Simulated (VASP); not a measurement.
# WS2 in VASP: single point with PBEsol

Aim: the single point of WS2 with PBEsol.

Program: VASP 6.6.1. These are calculated values, not measurements. Logs are shortened: lines on timing, memory, paths and dates and some standing lists are left out, and cuts for length are marked.

**1. The cell of the first run**

The cell holds a slab with vacuum, 3 atoms: a = 3.184 Å, b = 3.184 Å, c = 16.951 Å, α = 90.00°, β = 90.00°, γ = 120.00°.

**2. Single point, PBEsol**

File INCAR:

```
SYSTEM = WS2
PREC = Accurate
ENCUT = 520
EDIFF = 1E-7
ISMEAR = 0
SIGMA = 0.05
LREAL = .False.
LASPH = .True.
NELM = 80
ALGO = Normal
ISIF = 2
LWAVE = .False.
LCHARG = .True.
GGA = PS
LELF = .True.
LVHAR = .True.
NBANDS = 20
```

File KPOINTS:

```
regular mesh
0
Gamma
  12 12 2
  0 0 0
```

File POSCAR:

```
WS2
1.0
    3.1835163552      0.0000000000      0.0000000000
   -1.5917581776      2.7570060369      0.0000000000
    0.0000000000      0.0000000000     16.9505778900
W S
1 2
Direct
    0.3333333333      0.6666666667      0.0000000000
    0.6666666667      0.3333333333      0.9079994900
    0.6666666667      0.3333333333      0.0920005100
```

Potentials or basis: VASP PAW PBE potentials, release 64 (W_sv, S).

Command:

```console
> cat potpaw_PBE.64/W_sv/POTCAR potpaw_PBE.64/S/POTCAR > POTCAR
> mpirun -np 1 vasp_std > vasp.out
```

OUTCAR:

```text
SYSTEM = WS2
   PREC = Accurate
   ENCUT = 520
   EDIFF = 1E-7
   ISMEAR = 0
   LREAL = .False.
   LASPH = .True.
   NELM = 80
   ISIF = 2
   GGA = PS

 ion  position               nearest neighbor table
   1  0.333  0.667  0.000-   2 2.41   3 2.41   2 2.41   3 2.41   2 2.41   3 2.41
   2  0.667  0.333  0.908-   1 2.41   1 2.41   1 2.41
   3  0.667  0.333  0.092-   1 2.41   1 2.41   1 2.41

  LATTYP: Found a hexagonal cell.
 ALAT       =     3.1835163552
 C/A-ratio  =     5.3244827413

  Lattice vectors:

 A1 = (   3.1835163552,   0.0000000000,   0.0000000000)
 A2 = (  -1.5917581776,   2.7570060369,   0.0000000000)
 A3 = (   0.0000000000,   0.0000000000,  16.9505778900)

Analysis of symmetry for initial positions (statically):
=====================================================================
 Subroutine PRICEL returns:
 Original cell was already a primitive cell.

 Routine SETGRP: Setting up the symmetry group for a
 hexagonal supercell.

 Subroutine GETGRP returns: Found 12 space group operations
 (whereof 12 operations were pure point group operations)
 out of a pool of 24 trial point group operations.

The static configuration has the point symmetry D_3h.

Analysis of symmetry for dynamics (positions and initial velocities):
=====================================================================
 Subroutine PRICEL returns:
 Original cell was already a primitive cell.

 Routine SETGRP: Setting up the symmetry group for a
 hexagonal supercell.

 Subroutine GETGRP returns: Found 12 space group operations
 (whereof 12 operations were pure point group operations)
 out of a pool of 24 trial point group operations.

The dynamic configuration has the point symmetry D_3h.

 Subroutine INISYM returns: Found 12 space group operations
 (whereof 12 operations are pure point group operations),
 and found     1 'primitive' translations

----------------------------------------------------------------------------------------

                                     Primitive cell

  volume of cell :     148.7748

  direct lattice vectors                    reciprocal lattice vectors
     3.183516355  0.000000000  0.000000000     0.314118066  0.181356150  0.000000000
    -1.591758178  2.757006037  0.000000000     0.000000000  0.362712300  0.000000000
     0.000000000  0.000000000 16.950577890     0.000000000  0.000000000  0.058995039

  length of vectors
     3.183516355  3.183516355 16.950577890     0.362712300  0.362712300  0.058995039

  position of ions in fractional coordinates (direct lattice)
     0.333333333  0.666666667  0.000000000
     0.666666667  0.333333333  0.907999490
     0.666666667  0.333333333  0.092000510

  ion indices of the primitive-cell ions
   primitive index   ion index
                 1           1
                 2           2
                 3           3

----------------------------------------------------------------------------------------

 KPOINTS: regular mesh

Automatic generation of k-mesh.
 Grid dimensions read from file:
 generate k-points for:   12   12    2

 Generating k-lattice:

  Cartesian coordinates                     Fractional coordinates (reciprocal lattice)
     0.026176505  0.015113012  0.000000000     0.083333333 -0.000000000  0.000000000
     0.000000000  0.030226025  0.000000000     0.000000000  0.083333333  0.000000000
     0.000000000  0.000000000  0.029497519     0.000000000  0.000000000  0.500000000

  Length of vectors
     0.030226025  0.030226025  0.029497519

  Shift w.r.t. Gamma in fractional coordinates (k-lattice)
     0.000000000  0.000000000  0.000000000

 Subroutine IBZKPT returns following result:
 ===========================================

 Found     38 irreducible k-points:

 Following reciprocal coordinates:
            Coordinates               Weight
  0.000000  0.000000  0.000000      1.000000
  0.083333  0.000000  0.000000      6.000000
  0.166667  0.000000  0.000000      6.000000
  0.250000  0.000000  0.000000      6.000000
  0.333333 -0.000000  0.000000      6.000000
  0.416667  0.000000  0.000000      6.000000
[... 16 lines left out ...]
  0.250000  0.000000  0.500000      6.000000
  0.333333 -0.000000  0.500000      6.000000
 [... further k-points ...]
   k-points           NKPTS =     38   k-points in BZ     NKDIM =     38   number of bands    NBANDS=     20
   number of dos      NEDOS =    301   number of ions     NIONS =      3
   total plane-waves  NPLWV =  72576
   dimension x,y,z NGX =    24 NGY =   24 NGZ =  126
   dimension x,y,z NGXF=    48 NGYF=   48 NGZF=  252
   ions per type =               1   2
   NGX,Y,Z   is equivalent  to a cutoff of  12.53, 12.53, 12.36 a.u.
   NGXF,Y,Z  is equivalent  to a cutoff of  25.07, 25.07, 24.72 a.u.
 SYSTEM =  WS2
   PREC   = accura    normal or accurate (medium, high low for compatibility)
   ISTART =      0    job   : 0-new  1-cont  2-samecut
   ICHARG =      2    charge: 1-file 2-atom 10-const
   ISPIN  =      1    spin polarized calculation?
   LNONCOLLINEAR =      F non collinear calculations
   LSORBIT =      F    spin-orbit coupling
   LASPH  =      T    aspherical Exc in radial PAW
   ENCUT  =  520.0 eV  38.22 Ry    6.18 a.u.   5.92  5.92 31.52*2*pi/ulx,y,z
   NELM   =     80;   NELMIN=  2; NELMDL= -5     # of ELM steps
   EDIFF  = 0.1E-06   stopping-criterion for ELM
   LREAL  =      F    real-space projection
   EDIFFG = 0.1E-05   stopping-criterion for IOM
   NSW    =      0    number of steps for IOM
   IBRION =     -1    ionic relax: 0-MD 1-quasi-New 2-CG
   NFREE  =      0    steps in history (QN), initial steepest desc. (CG)
   ISIF   =      2    stress and relaxation
   ISYM   =      2    0-nonsym 1-usesym 2-fastsym
   POTIM  = 0.5000    time-step for ionic-motion
   TEBEG  =    0.0;   TEEND  =   0.0 temperature during run
   PSTRESS=    0.0 pullay stress
   NELECT =      26.0000    total number of electrons
   NUPDOWN=      -1.0000    fix difference up-down
   EMIN   =  10.00;   EMAX   =-10.00  energy-range for DOS
   EFERMI =   0.00;   METHOD = LEGACY
   ISMEAR =     0;   SIGMA  =   0.05  broadening in eV -4-tet -1-fermi 0-gaus
   EFERMI_NEDOS =   21; number of points for ismear=-14 and -15
   IALGO  =     38    algorithm
   IMIX   =      4    mixing-type and parameters
     AMIX     =   0.40;   BMIX     =  1.00
     AMIX_MAG =   1.60;   BMIX_MAG =  1.00
  volume/ion in A,a.u.               =      49.59       334.66
  Fermi-wavevector in a.u.,A,eV,Ry     =   0.915285  1.729637 11.398226  0.837746
  Thomas-Fermi vector in A             =   2.040009
   LORBIT       =      0    0 simple, 1 ext, 2 COOP (PROOUT), +10 PAW based schemes
   GGA     = PS    functional components
   LHFCALC =     F    Hartree Fock is set to
   AEXX    =    0.0000 exact exchange contribution
   IVDW    =     0    specifies the selected vdW correction
   LEPSILON=     F    determine dielectric tensor
   LRPA    =     F    only Hartree local field effects (RPA)
 non-spin polarized calculation
 Gauss-broadening in eV      SIGMA  =   0.05
  energy-cutoff  :      520.00
  volume of cell :      148.77
 maximum number of plane-waves:      4032
 NGX is ok and might be reduce to    24
   NGX = 11   NGY = 11   NGZ = 63

 number of electron      25.9999999 magnetization

 Free energy of the ion-electron system (eV)
  ---------------------------------------------------
  ext. energy  EPLUGINS =         0.00000000
  ---------------------------------------------------
  free energy    TOTEN  =       -25.23539164 eV

  energy without entropy =      -25.23539164  energy(sigma->0) =      -25.23539164

 E-fermi :  -0.8543     XC(G=0):  -4.5484

 val. band max:       -1.2802816411   @ k =   0.0000   0.0000   0.5000
 cond. band min:       0.5062919360   @ k =   0.3333   0.3333   0.0000
 fundamental gap:      1.7865735771
 Fermi energy:        -0.8543163233

 k-point     1 :       0.0000    0.0000    0.0000
  band No.  band energies     occupation
      1     -75.2329      2.00000
      2     -39.4786      2.00000
      3     -39.3260      2.00000
      4     -39.3260      2.00000
      5     -16.0318      2.00000
      6     -14.3481      2.00000
[... 12 lines left out ...]
     19       4.3084      0.00000
     20       4.3244      0.00000

 k-point     2 :       0.0833    0.0000    0.0000
  band No.  band energies     occupation
      1     -75.2318      2.00000
      2     -39.4745      2.00000
      3     -39.3490      2.00000
      4     -39.3314      2.00000
      5     -15.9163      2.00000
      6     -14.3066      2.00000
[... 12 lines left out ...]
     19       4.4610      0.00000
     20       4.6558      0.00000

 k-point     3 :       0.1667    0.0000    0.0000
  band No.  band energies     occupation
      1     -75.2287      2.00000
      2     -39.4632      2.00000
      3     -39.4114      2.00000
      4     -39.3459      2.00000
      5     -15.5872      2.00000
      6     -14.1887      2.00000
[... 12 lines left out ...]
     19       4.8536      0.00000
     20       5.5570      0.00000

 k-point     4 :       0.2500    0.0000    0.0000
  band No.  band energies     occupation
      1     -75.2245      2.00000
      2     -39.4955      2.00000
      3     -39.4477      2.00000
      4     -39.3657      2.00000
      5     -15.0983      2.00000
      6     -14.0154      2.00000
[... 12 lines left out ...]
     19       5.4487      0.00000
     20       6.0983      0.00000

 k-point     5 :       0.3333   -0.0000    0.0000
  band No.  band energies     occupation
      1     -75.2203      2.00000
      2     -39.5784      2.00000
      3     -39.4322      2.00000
      4     -39.3855      2.00000
      5     -14.5450      2.00000
      6     -13.8249      2.00000
[... 12 lines left out ...]
     19       6.0482      0.00000
     20       6.0627      0.00000
[... 353 lines left out ...]
      6     -14.3066      2.00000
[... 12 lines left out ...]
     19       4.2306      0.00000
     20       4.8380      0.00000

 k-point    22 :       0.1667    0.0000    0.5000
  band No.  band energies     occupation
      1     -75.2287      2.00000
      2     -39.4632      2.00000
      3     -39.4114      2.00000
      4     -39.3459      2.00000
      5     -15.5872      2.00000
      6     -14.1887      2.00000
[... 12 lines left out ...]
     19       4.6951      0.00000
     20       5.8449      0.00000

 k-point    23 :       0.2500    0.0000    0.5000
  band No.  band energies     occupation
      1     -75.2245      2.00000
      2     -39.4955      2.00000
      3     -39.4477      2.00000
      4     -39.3657      2.00000
      5     -15.0983      2.00000
      6     -14.0154      2.00000
[... 12 lines left out ...]
     19       5.2642      0.00000
     20       6.3992      0.00000

 k-point    24 :       0.3333   -0.0000    0.5000
  band No.  band energies     occupation
      1     -75.2203      2.00000
      2     -39.5784      2.00000
      3     -39.4322      2.00000
      4     -39.3855      2.00000
      5     -14.5450      2.00000
      6     -13.8249      2.00000
[... 12 lines left out ...]
     19       5.9729      0.00000
     20       6.1384      0.00000

 [... further k-points ...]
[... 5 lines left out ...]
  --------------------------------------------------------------------------------------
  -------------------------------------------------------------------------------------
  Total       -1.2729767     -1.2729767     -0.3519679     -0.0000000      0.0000000      0.0000000
  in kB      -13.7088720    -13.7088720     -3.7903936     -0.0000000      0.0000000      0.0000000
  external PRESSURE =     -10.4027125 kB  Pullay stress =       0.0000000 kB

 VOLUME and BASIS-vectors are now :
 -----------------------------------------------------------------------------
  energy-cutoff  :      520.00
  volume of cell :      148.77
      direct lattice vectors                 reciprocal lattice vectors
     3.183516355  0.000000000  0.000000000     0.314118066  0.181356150  0.000000000
    -1.591758178  2.757006037  0.000000000     0.000000000  0.362712300  0.000000000
     0.000000000  0.000000000 16.950577890     0.000000000  0.000000000  0.058995039

 POSITION                                       TOTAL-FORCE (eV/Angst)
 -----------------------------------------------------------------------------------
     -0.00000      1.83800      0.00000        -0.000000      0.000000      0.000000
      1.59176      0.91900     15.39112         0.000000      0.000000      0.103684
      1.59176      0.91900      1.55946        -0.000000     -0.000000     -0.103684
 -----------------------------------------------------------------------------------
    total drift:                                0.000000     -0.000000     -0.000000

  FREE ENERGIE OF THE ION-ELECTRON SYSTEM (eV)
  ---------------------------------------------------
  free  energy   TOTEN  =       -25.2353916410 eV

  energy  without entropy=      -25.2353916410  energy(sigma->0) =      -25.23539164
```

Run time: 99 s. Hardware: 1 thread of Intel Xeon Platinum 8488C (Sapphire Rapids), shared host; peak memory 0.3 GiB.

Results:

```
Free energy            : -25.2354 eV
Largest force          : 0.104 eV/Å
Band gap on the k mesh : 1.79 eV, indirect (the least direct gap lies 1.0 meV higher)
```

Forces in eV/Å, atoms in the order of the input:
```
W    0.000  0.000  0.000
S    0.000  0.000  0.104
S    0.000  0.000 -0.104
```

Caveat: the PAW data sets were made with another functional, which shifts forces and pressure a little; spin-orbit coupling is left out, which moves the levels of the heavy elements.
